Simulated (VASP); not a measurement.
Wanted: the native input for a VASP 6.6.1 run.

* Task: single point
* Functional: PBE
* Potentials or basis: VASP PAW PBE potentials, release 64 (Be, S)
* Cutoff: 520 eV
* k mesh: 8 × 8 × 8
* Occupations: gaussian, width 0.05 eV
* Spin: no spin polarisation
* Dipole correction: no
* Further INCAR settings: ALGO = Normal; EDIFF = 1e-06; NBANDS = 11

The structure of BeS lies in POSCAR:

```
BeS
1.0
    0.0000000000      2.3886250000      2.4977500000
    2.3886250000      0.0000000000      2.4977500000
    2.3886250000      2.3886250000      0.0000000000
Be S
1 1
Direct
    0.0000000000      0.0000000000      0.0000000000
    0.7500000000      0.7500000000      0.7500000000
```

This cell differs from its parent crystal: strain -0.015 along x and y, +0.030 along z.

The input as run:

INCAR

```
PREC = Accurate ; ENCUT = 520
EDIFF = 1E-6 ; ISMEAR = 0
SIGMA = 0.05 ; LREAL = False
LASPH = True ; NELM = 100
ALGO = Normal ; ISIF = 2
LWAVE = False ; LCHARG = False
GGA = PE ; NBANDS = 11
```

KPOINTS

```
Automatic mesh
0
Gamma
  8 8 8
```

Potentials or basis: VASP PAW PBE potentials, release 64 (Be, S).

Command:

```sh
$ cat potpaw_PBE.64/Be/POTCAR potpaw_PBE.64/S/POTCAR > POTCAR
$ mpirun -np 1 vasp_std > vasp.out
```

It gave:

| Property | Result |
| --- | --- |
| Pressure | 1.6 GPa |
| Band gap on the k mesh | 2.91 eV, indirect (least direct gap 5.58 eV) |

Caveat: the cell differs from its parent crystal (strain -0.015 along x and y, +0.030 along z).

Run time: 31 s on 1 thread of Intel Xeon 8259CL, with other jobs on the host, peak memory 0.16 GiB.
